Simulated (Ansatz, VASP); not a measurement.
Ru in VASP and in Ansatz

File INCAR:

```
ALGO = Fast
EDIFF = 1E-6
ENCUT = 520
GGA = PE
ISIF = 2
ISMEAR = 0
LASPH = True
LCHARG = False
LREAL = False
LWAVE = False
NBANDS = 13
NELM = 100
PREC = Accurate
SIGMA = 0.15
```

The input KPOINTS:

```
k-points
0
Gamma
  22 22 22
```

The input POSCAR:

```
Ru
1.0
    0.0000000000      1.8094941630      2.1116796883
    1.8094941630      0.0000000000      2.1116796883
    1.8094941630      1.8094941630      0.0000000000
Ru
1
Direct
    0.0000000000      0.0000000000      0.0000000000
```

Input for Ansatz:

```yaml
crystal:
  lattice:
    - [0.0, 1.809494163, 2.1116796883]
    - [1.809494163, 0.0, 2.1116796883]
    - [1.809494163, 1.809494163, 0.0]
  atoms:
    - { symbol: Ru, position: [0.0, 0.0, 0.0] }
basis:
  ecutwfc: 420
kpoints:
  mp_grid: { grid: [22, 22, 22] }
hamiltonian:
  xc: pbe
scf:
  occupations: { method: gaussian, width: 0.15 }
output:
  forces: true
  stress: true
  eigenvalues: true
```

Alike in both runs: task single point; functional PBE; k mesh 22 × 22 × 22; occupations gaussian, width 0.15 eV; no spin polarisation.

|  | VASP | Ansatz |
| --- | --- | --- |
| version | VASP 6.6.1 | Ansatz 0.2.0 |
| potentials or method | VASP PAW PBE potentials, release 64 (Ru_pv), cutoff 520 eV | scalar-relativistic, plane waves, PAW |
| valence electrons in the cell | 14 | 16 |

Ansatz gave:

* gap on the k mesh at the Fermi level (eV): none
* pressure (GPa): 4.1
* traceless stress, the component that is largest in VASP (GPa): -28.91

Question: What did VASP give for the same quantities?

Answer: gap on the k mesh at the Fermi level (eV): none; pressure (GPa): 4.1; traceless stress, the component that is largest in VASP (GPa): -28.89.

A gap of «none» marks a metal or a gap that the smearing closes. VASP's potentials hold 14 valence electrons a cell and Ansatz's 16, so a difference there can come from the potentials and not from the codes.
